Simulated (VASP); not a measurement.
# Li6SiS2N2 in VASP: a series of runs

The runs below take Li6SiS2N2 through single point, with PBE+D3(BJ).

All numbers are computed with VASP 6.6.1; they aren't measurements. Logs are shortened: lines on timing, memory, paths and dates and some standing lists are left out, and cuts for length are marked.

### Step 1. The cell of the first run

The cell holds a disordered packing, 22 atoms: a = 7.061 Å, b = 6.830 Å, c = 7.078 Å, α = 93.42°, β = 90.26°, γ = 86.20°.

### Step 2. Single point, PBE+D3(BJ)

Input file INCAR:

```
SYSTEM = Li6SiS2N2
ALGO = Normal
EDIFF = 1E-6
ENCUT = 650
GGA = PE
GGA_COMPAT = .False.
ISIF = 2
ISMEAR = -1
ISYM = -1
IVDW = 12
LASPH = .True.
LCHARG = .False.
LREAL = Auto
LWAVE = .False.
NBANDS = 61
NELM = 120
PREC = Accurate
SIGMA = 0.062
```

Input file KPOINTS:

```
explicit points
1
Reciprocal
  0.25000000   0.25000000   0.25000000 1
```

Input file POSCAR:

```
Li6SiS2N2
1.0
    7.0575940000      0.2300220000     -0.0127870000
    0.2300220000      6.8226690000     -0.2070970000
   -0.0127870000     -0.2070970000      7.0752940000
Si S Li N
2 4 12 4
Direct
    0.4383623187      0.1407761263      0.7883691692
    0.0245212405      0.7164374835      0.0901183197
    0.0080910675      0.3640111340      0.0766433274
    0.8180258665      0.8313400089      0.3044450335
    0.8839374210      0.7787602125      0.8205537200
    0.3042452262      0.5131428393      0.5085966359
    0.6900652779      0.4439848865      0.8388876565
    0.0790691224      0.4448501485      0.7064272083
    0.5613447893      0.8893368280      0.1014039706
    0.1434140793      0.2274277487      0.3740307386
    0.8028927117      0.1965200016      0.2780721609
    0.3694426095      0.4841357841      0.1456811733
    0.0208538014      1.0006972583      0.5837216175
    0.5604106088      0.2709423968      0.5073326038
    0.8483233218      0.1535894371      0.8236909197
    0.2717571375     -0.2236352954      0.7989759521
    0.7617737524      0.5401993696      0.5108003243
    0.3770450995      0.7924876146      0.3989065448
    0.3896662210      0.0430332725      0.5889248876
    0.8366588753      0.2804445777      0.5884946389
    0.7641416200      0.3464914407      0.0699903660
    0.2761715164      0.7345103447      0.0785935247
```

Potentials or basis: VASP PAW PBE potentials, release 64 (Si, S, Li_sv, N).

Launch:

```sh
$ cat potpaw_PBE.64/Si/POTCAR potpaw_PBE.64/S/POTCAR potpaw_PBE.64/Li_sv/POTCAR potpaw_PBE.64/N/POTCAR > POTCAR
$ mpirun -np 1 vasp_std > vasp.out
```

OUTCAR:

```text
SYSTEM = Li6SiS2N2
   EDIFF = 1E-6
   ENCUT = 650
   GGA = PE
   ISIF = 2
   ISMEAR = -1
   ISYM = -1
   IVDW = 12
   LASPH = .True.
   LREAL = Auto
   NELM = 120
   PREC = Accurate
 IVDW          = 12

 ion  position               nearest neighbor table
   1  0.438  0.141  0.788-  19 1.57  14 2.41   7 2.82  16 2.83
   2  0.025  0.716  0.090-  22 1.79   4 2.18   5 2.20   3 2.41  16 2.77  12 2.86
   3  0.008  0.364  0.077-  21 1.73   2 2.41  11 2.42  10 2.51  15 2.54
   4  0.818  0.831  0.304-   2 2.18   9 2.34  11 2.51  17 2.59  13 2.69
   5  0.884  0.779  0.821-   2 2.20  15 2.55  13 2.56   8 2.67
   6  0.304  0.513  0.509-  18 2.19   8 2.21  14 2.37  10 2.46  12 2.61  16 2.65
   7  0.690  0.444  0.839-  21 1.86  15 2.21  17 2.51   1 2.82
   8  0.079  0.445  0.706-   6 2.21   5 2.67
   9  0.561  0.889  0.101-   4 2.34
  10  0.143  0.227  0.374-  13 2.41   6 2.46   3 2.51  11 2.51
  11  0.803  0.197  0.278-  21 1.85  14 2.37   3 2.42   4 2.51  10 2.51
  12  0.369  0.484  0.146-  22 1.88   6 2.61   2 2.86
  13  0.021  0.001  0.584-  15 2.26  10 2.41   5 2.56   4 2.69
  14  0.560  0.271  0.507-  20 2.04  19 2.14   6 2.37  11 2.37  17 2.40   1 2.41
  15  0.848  0.154  0.824-  20 1.92  21 2.18   7 2.21  13 2.26   3 2.54   5 2.55
  16  0.272  0.776  0.799-  22 2.02   6 2.65   2 2.77   1 2.83
  17  0.762  0.540  0.511-  20 1.93  14 2.40   7 2.51   4 2.59
  18  0.377  0.792  0.399-  19 2.12   6 2.19
  19  0.390  0.043  0.589-   1 1.57  18 2.12  14 2.14
  20  0.837  0.280  0.588-  15 1.92  17 1.93  14 2.04
  21  0.764  0.346  0.070-   3 1.73  11 1.85   7 1.86  15 2.18
  22  0.276  0.735  0.079-   2 1.79  12 1.88  16 2.02

IMPORTANT INFORMATION: All symmetrisations will be switched off!
NOSYMM: (Re-)initialisation of all symmetry stuff for point group C_1.

----------------------------------------------------------------------------------------

                                     Primitive cell

  volume of cell :     340.0100

  direct lattice vectors                    reciprocal lattice vectors
     7.057594000  0.230022000 -0.012787000     0.141847308 -0.004778757  0.000116481
     0.230022000  6.822669000 -0.207097000    -0.004778757  0.146861540  0.004290066
    -0.012787000 -0.207097000  7.075294000     0.000116481  0.004290066  0.141462666

  length of vectors
     7.061353036  6.829686052  7.078335812     0.141927830  0.147001882  0.141527750

  position of ions in fractional coordinates (direct lattice)
     0.438362319  0.140776126  0.788369169
     0.024521241  0.716437484  0.090118320
     0.008091067  0.364011134  0.076643327
     0.818025867  0.831340009  0.304445034
     0.883937421  0.778760213  0.820553720
     0.304245226  0.513142839  0.508596636
[... 14 lines left out ...]
     0.764141620  0.346491441  0.069990366
     0.276171516  0.734510345  0.078593525

  ion indices of the primitive-cell ions
   primitive index   ion index
                 1           1
                 2           2
                 3           3
                 4           4
                 5           5
                 6           6
[... 14 lines left out ...]
                21          21
                22          22

----------------------------------------------------------------------------------------

 KPOINTS: explicit points

Read explicit list of k-points.

 Found      1 k-points:

 Following reciprocal coordinates:
            Coordinates               Weight
  0.250000  0.250000  0.250000      1.000000
   k-points           NKPTS =      1   k-points in BZ     NKDIM =      1   number of bands    NBANDS=     61
   number of dos      NEDOS =    301   number of ions     NIONS =     22
   total plane-waves  NPLWV = 216000
   dimension x,y,z NGX =    60 NGY =   60 NGZ =   60
   dimension x,y,z NGXF=   120 NGYF=  120 NGZF=  120
   ions per type =               2   4  12   4
   NGX,Y,Z   is equivalent  to a cutoff of  14.13, 14.60, 14.09 a.u.
   NGXF,Y,Z  is equivalent  to a cutoff of  28.25, 29.21, 28.18 a.u.
 SYSTEM =  Li6SiS2N2
   PREC   = accura    normal or accurate (medium, high low for compatibility)
   ISTART =      0    job   : 0-new  1-cont  2-samecut
   ICHARG =      2    charge: 1-file 2-atom 10-const
   ISPIN  =      1    spin polarized calculation?
   LNONCOLLINEAR =      F non collinear calculations
   LSORBIT =      F    spin-orbit coupling
   LASPH  =      T    aspherical Exc in radial PAW
   ENCUT  =  650.0 eV  47.77 Ry    6.91 a.u.  14.68 14.20 14.71*2*pi/ulx,y,z
   NELM   =    120;   NELMIN=  2; NELMDL= -5     # of ELM steps
   EDIFF  = 0.1E-05   stopping-criterion for ELM
   LREAL  =      T    real-space projection
   EDIFFG = 0.1E-04   stopping-criterion for IOM
   NSW    =      0    number of steps for IOM
   IBRION =     -1    ionic relax: 0-MD 1-quasi-New 2-CG
   NFREE  =      0    steps in history (QN), initial steepest desc. (CG)
   ISIF   =      2    stress and relaxation
   ISYM   =     -1    0-nonsym 1-usesym 2-fastsym
   POTIM  = 0.5000    time-step for ionic-motion
   TEBEG  =    0.0;   TEEND  =   0.0 temperature during run
   PSTRESS=    0.0 pullay stress
   NELECT =      88.0000    total number of electrons
   NUPDOWN=      -1.0000    fix difference up-down
   EMIN   =  10.00;   EMAX   =-10.00  energy-range for DOS
   EFERMI =   0.00;   METHOD = LEGACY
   ISMEAR =    -1;   SIGMA  =   0.06  broadening in eV -4-tet -1-fermi 0-gaus
   EFERMI_NEDOS =   21; number of points for ismear=-14 and -15
   IALGO  =     38    algorithm
   IMIX   =      4    mixing-type and parameters
     AMIX     =   0.40;   BMIX     =  1.00
     AMIX_MAG =   1.60;   BMIX_MAG =  1.00
  volume/ion in A,a.u.               =      15.45       104.30
  Fermi-wavevector in a.u.,A,eV,Ry     =   1.043290  1.971533 14.809324  1.088455
  Thomas-Fermi vector in A             =   2.177993
   LORBIT       =      0    0 simple, 1 ext, 2 COOP (PROOUT), +10 PAW based schemes
   GGA     = PE    functional components
   LHFCALC =     F    Hartree Fock is set to
   AEXX    =    0.0000 exact exchange contribution
   IVDW    =    12    specifies the selected vdW correction
   LEPSILON=     F    determine dielectric tensor
   LRPA    =     F    only Hartree local field effects (RPA)
 non-spin polarized calculation
  energy-cutoff  :      650.00
  volume of cell :      340.01
 maximum number of plane-waves:     12796
 NGX is ok and might be reduce to    60
   NGX = 29   NGY = 29   NGZ = 29

 number of electron      87.9999998 magnetization

 Free energy of the ion-electron system (eV)
  ---------------------------------------------------
  ext. energy  EPLUGINS =         0.00000000
  ---------------------------------------------------
  free energy    TOTEN  =       -94.94449520 eV

  energy without entropy =      -94.94440190  energy(sigma->0) =      -94.94444855

 E-fermi :   2.9512     XC(G=0):  -8.3621

 val. band max:        2.2974718085   @ k =   0.2500   0.2500   0.2500
 cond. band min:       3.5921122353   @ k =   0.2500   0.2500   0.2500
 fundamental gap:      1.2946404268
 Fermi energy:         2.9511673823

 k-point     1 :       0.2500    0.2500    0.2500
  band No.  band energies     occupation
      1     -44.0759      2.00000
      2     -43.8719      2.00000
      3     -43.6543      2.00000
      4     -43.2697      2.00000
      5     -43.1819      2.00000
      6     -42.8996      2.00000
[... 48 lines left out ...]
     55       6.9759      0.00000
     56       7.1319      0.00000
 [bands above 56 left out]

------------------------ aborting loop because EDIFF is reached ----------------------------------------

 Edisp (eV)   -4.71948

 E8    (eV) :    -1.8263

  FORCE on cell =-STRESS in cart. coord.  units (eV):
  Direction    XX          YY          ZZ          XY          YZ          ZX
  --------------------------------------------------------------------------------------
  -------------------------------------------------------------------------------------
  Total     -19.21829    -6.29044    -4.72745     1.68853    -2.29767     0.24610
  in kB     -90.55945   -29.64150   -22.27643     7.95658   -10.82698     1.15965
  external pressure =      -47.49 kB  Pullay stress =        0.00 kB

 VOLUME and BASIS-vectors are now :
 -----------------------------------------------------------------------------
  energy-cutoff  :      650.00
  volume of cell :      340.01
      direct lattice vectors                 reciprocal lattice vectors
     7.057594000  0.230022000 -0.012787000     0.141847308 -0.004778757  0.000116481
     0.230022000  6.822669000 -0.207097000    -0.004778757  0.146861540  0.004290066
    -0.012787000 -0.207097000  7.075294000     0.000116481  0.004290066  0.141462666

 POSITION                                       TOTAL-FORCE (eV/Angst)
 -----------------------------------------------------------------------------------
      3.11608      0.89803      5.54318         0.344171      0.611301      2.304568
      0.33670      4.87499      0.48893         2.571910     -0.777242     -0.325750
      0.13985      2.46952      0.46679        -0.950073      1.136091     -0.033645
      5.96063      5.79707      1.97141         0.578478     -0.057518      0.204318
      6.40711      5.34661      5.63308         0.040395      0.181651      0.093006
      2.25877      3.46566      3.48831         0.921113     -0.026025      0.156615
[... 14 lines left out ...]
      5.47181      2.52527      0.41367         0.059324     -0.710540     -0.463298
      2.11706      5.05857      0.40043        -1.407331      1.003601      0.411004
 -----------------------------------------------------------------------------------
    total drift:                               -0.015998     -0.001585     -0.003643

  FREE ENERGIE OF THE ION-ELECTRON SYSTEM (eV)
  ---------------------------------------------------
  free  energy   TOTEN  =       -99.6639702481 eV

  energy  without entropy=      -99.6638769460  energy(sigma->0) =      -99.66392360
```

Run time: 46 s. Hardware: 1 thread of Intel Xeon Platinum 8488C (Sapphire Rapids), shared host; peak memory 0.47 GiB.

Results:

| Item | Value |
| --- | --- |
| Free energy | -99.6640 eV |
| Pressure | -4.7 GPa |
| Largest force | 3.279 eV/Å |
| Dispersion energy per atom | -0.215 eV |

Forces on the atoms (eV/Å):
```
Si   0.344  0.611  2.305
Si   2.572 -0.777 -0.326
S   -0.950  1.136 -0.034
S    0.578 -0.058  0.204
S    0.040  0.182  0.093
S    0.921 -0.026  0.157
Li   0.168  0.431 -0.366
Li  -1.058 -0.474  0.252
Li  -0.464 -0.302 -0.639
Li   0.206  0.618  0.386
Li   0.281 -0.222  0.688
Li   0.304 -0.182  0.200
Li  -0.552 -0.067 -0.251
Li   0.077 -0.404 -0.011
Li  -0.293 -0.070  0.654
Li   0.151 -0.117 -0.008
Li   0.465  0.403 -0.406
Li  -0.104  0.749 -0.225
N   -1.604 -1.696 -2.303
N    0.264 -0.030 -0.319
N    0.059 -0.711 -0.463
N   -1.407  1.004  0.411
```

Levels at points of the mesh, in eV from the Fermi level:
| k point | band 40 | band 41 | band 42 | band 43 | band 44 | band 45 | band 46 | band 47 | band 48 | band 49 |
| --- | --- | --- | --- | --- | --- | --- | --- | --- | --- | --- |
| (0.25, 0.25, 0.25) | -1.42 | -1.16 | -0.88 | -0.75 | -0.65 | 0.64 | 1.13 | 1.55 | 2.09 | 2.43 |

Caveat: the atoms stand as in a frame of molecular dynamics.

### Step 3. Single point, PBE+D3(BJ)

Input file INCAR:

```
PREC     = Accurate       # precision mode
ENCUT    = 650            # plane-wave cutoff, eV
EDIFF    = 1E-6           # SCF threshold, eV
ISMEAR   = -1             # smearing method
SIGMA    = 0.062          # smearing width, eV
LREAL    = Auto         
LASPH    = True           # aspherical terms in the spheres
NELM     = 120            # most SCF steps
ALGO     = Normal         # electronic algorithm
ISIF     = 2              # what is computed and relaxed
LWAVE    = False          # write WAVECAR
LCHARG   = True           # write CHGCAR
GGA      = PE             # functional
IVDW     = 12             # dispersion correction
LELF     = True           # ELF
LVHAR    = True         
ISYM     = -1           
NBANDS   = 61             # bands
GGA_COMPAT= False
```

KPOINTS is that of step 2.

Input file POSCAR:

```
Li6SiS2N2
1.0
    7.0575940000      0.2300220000     -0.0127870000
    0.2300220000      6.8226690000     -0.2070970000
   -0.0127870000     -0.2070970000      7.0752940000
Si S Li N
2 4 12 4
Direct
    0.3827303170      0.0647173624      0.8642063134
    0.0526517659      0.6934489796      0.0778375374
   -0.0254412600      0.4048621810      0.0880679200
    0.8191318526      0.8392407050      0.2798055418
    0.9132040886      0.8113403475      0.8341147792
    0.3157654676      0.4645390443      0.5478743831
    0.5925690841      0.4690577742      0.7820145196
    0.0438685001      0.4073367765      0.7616707053
    0.5465503368      0.8684822633      0.0866821662
    0.0962921829      0.1666395259      0.4991701877
    0.7878047281      0.2127959558      0.3305445771
    0.5041582715      0.4997479148      0.1543291297
   -0.1494770526      0.9759488721      0.5793666978
    0.5372205323      0.2087100104      0.5684913808
    0.7964402515      0.1721577794      0.8503180845
    0.2368905596     -0.2761231480      0.7422376857
    0.8145993438      0.5424175493      0.5016353142
    0.3169035886      0.7840714250      0.4043593222
    0.3171640027      0.0033419001      0.6466311751
    0.8461356856      0.2551604831      0.5990977205
    0.7307602512      0.3868688246      0.0326507428
    0.2892437907      0.6954870505      0.0947496799
```

Potentials or basis: VASP PAW PBE potentials, release 64 (Si, S, Li_sv, N).

Launch:

```sh
$ cat potpaw_PBE.64/Si/POTCAR potpaw_PBE.64/S/POTCAR potpaw_PBE.64/Li_sv/POTCAR potpaw_PBE.64/N/POTCAR > POTCAR
$ mpirun -np 1 vasp_std > vasp.out
```

It took 50 s on 1 thread of Intel Xeon Platinum 8488C (Sapphire Rapids), shared host; peak memory 0.46 GiB.

It converged, with:

```yaml
Free_energy: -100.1999 eV
Pressure: -3.4 GPa
Largest_force: 2.585 eV/Å
Dispersion_energy_per_atom: -0.215 eV
```

Forces in eV/Å, atoms in the order of the input:
```
Si  -0.926  0.059 -1.264
Si  -0.019  1.401  0.422
S   -1.687 -1.927 -0.348
S    0.360 -0.236  0.490
S   -0.388 -0.617 -0.251
S    0.455  0.240 -0.041
Li   0.595  0.105  0.479
Li  -0.310 -0.140 -0.345
Li   0.124 -0.727  0.267
Li   0.829  0.423  0.195
Li   0.195  0.106 -1.055
Li  -0.405 -0.111  0.142
Li   0.019 -0.144 -0.178
Li  -0.113 -0.334 -0.291
Li   0.452 -0.041  0.359
Li   0.139  0.722  0.512
Li   0.384 -0.077 -0.111
Li  -0.102 -0.113 -0.090
N    0.459 -0.350  0.286
N   -1.203  0.624 -0.440
N    0.573  0.047  1.077
N    0.571  1.088  0.184
```

Stress tensor (GPa, compression positive):
```
-7.69  0.11 -1.11
 0.11 -0.54 -0.06
-1.11 -0.06 -1.91
```

Levels at points of the mesh, in eV from the Fermi level:
```tsv
k point	band 40	band 41	band 42	band 43	band 44	band 45	band 46	band 47	band 48	band 49
(0.25, 0.25, 0.25)	-1.53	-1.42	-1.30	-1.12	-0.63	0.63	0.94	1.72	2.25	2.31
```

Caveat: the atoms stand as in a frame of molecular dynamics.

### Step 4. Single point, PBE+D3(BJ)

Input file INCAR:

```
SYSTEM = Li6SiS2N2
PREC = Accurate ; ENCUT = 650
EDIFF = 1E-6 ; ISMEAR = -1
SIGMA = 0.062 ; LREAL = Auto
LASPH = .TRUE. ; NELM = 120
ALGO = Normal ; ISIF = 2
LWAVE = .FALSE. ; LCHARG = .FALSE.
GGA = PE ; IVDW = 12
NBANDS = 61 ; ISYM = -1
GGA_COMPAT = .FALSE.
```

KPOINTS is that of step 3.

Input file POSCAR:

```
Li6SiS2N2
1.0
    7.0575940000      0.2300220000     -0.0127870000
    0.2300220000      6.8226690000     -0.2070970000
   -0.0127870000     -0.2070970000      7.0752940000
Si S Li N
2 4 12 4
Direct
    0.3350226642      0.0752772915      0.8377553832
    0.0830588434      0.6921433361      0.0828802142
   -0.0374341022      0.3798620594      0.0405048360
    0.8235995686      0.8269087771      0.2704766324
    0.9528816292      0.8187236452      0.8388299777
    0.3463016950      0.4438211696      0.5287712698
    0.6104014894      0.4107802586      0.7051213085
   -0.0215911110      0.4922791245      0.6943562267
    0.6037138847      0.7269398797      0.0260151391
    0.1171609582      0.1849217552      0.5332405802
    0.7976346577      0.1612453339      0.2180768431
    0.4421399538      0.3984578856      0.1171005864
   -0.1733722648      0.9240484921      0.5484027603
    0.5445227958      0.1370907326      0.5427935422
    0.8338211715      0.1703604744      0.8076135373
    0.2874419251     -0.3163850408      0.7710085443
    0.8073685098      0.4390429883      0.3546333632
    0.3644886497      0.7569068242      0.3768771798
    0.3797981015     -0.0609855571      0.6455605311
    0.8099923697      0.2319387423      0.5411200143
    0.7347425828      0.3400106014      0.0305593420
    0.3209337463      0.6655357232      0.1080738456
```

Launch:

```sh
$ cat potpaw_PBE.64/Si/POTCAR potpaw_PBE.64/S/POTCAR potpaw_PBE.64/Li_sv/POTCAR potpaw_PBE.64/N/POTCAR > POTCAR
$ mpirun -np 1 vasp_std > vasp.out
```

Wall time 46 s (1 thread of Intel Xeon Platinum 8488C (Sapphire Rapids), shared host); peak memory 0.47 GiB.

The run converged. Its results:

```yaml
Free_energy: -100.5483 eV
Pressure: -3.3 GPa
Largest_force: 2.264 eV/Å
Dispersion_energy_per_atom: -0.214 eV
```

Forces on the atoms (eV/Å):
```
Si   0.244 -0.063  0.416
Si  -0.779 -0.732  0.548
S    1.933  0.115  0.051
S    0.727 -1.555 -1.322
S   -0.200  0.089 -0.697
S   -0.741 -0.439  0.146
Li   0.615  0.096  0.246
Li   0.064 -0.321 -0.088
Li  -0.111 -0.136  0.299
Li  -0.260 -0.090 -0.356
Li   0.154 -1.019  0.609
Li   0.256 -0.022  0.113
Li   0.350  0.801  1.168
Li  -0.180  0.153 -0.691
Li   0.158 -0.298  0.117
Li   0.206  0.491 -0.094
Li  -0.195  0.614  0.114
Li   0.054 -0.118  0.474
N   -0.051  0.027 -0.496
N    0.471  0.443  0.490
N   -1.908  1.184 -0.291
N   -0.808  0.780 -0.755
```

Stress tensor (GPa, compression positive):
```
-6.10 -0.20  0.99
-0.20 -1.92  1.19
 0.99  1.19 -1.93
```

Levels at points of the mesh, in eV from the Fermi level:
| k point | band 40 | band 41 | band 42 | band 43 | band 44 | band 45 | band 46 | band 47 | band 48 | band 49 |
| --- | --- | --- | --- | --- | --- | --- | --- | --- | --- | --- |
| (0.25, 0.25, 0.25) | -1.67 | -1.50 | -1.30 | -1.12 | -0.91 | 0.91 | 1.17 | 1.53 | 2.13 | 2.43 |

Caveat: the atoms stand as in a frame of molecular dynamics.

(Continued in part 2 of 2.)
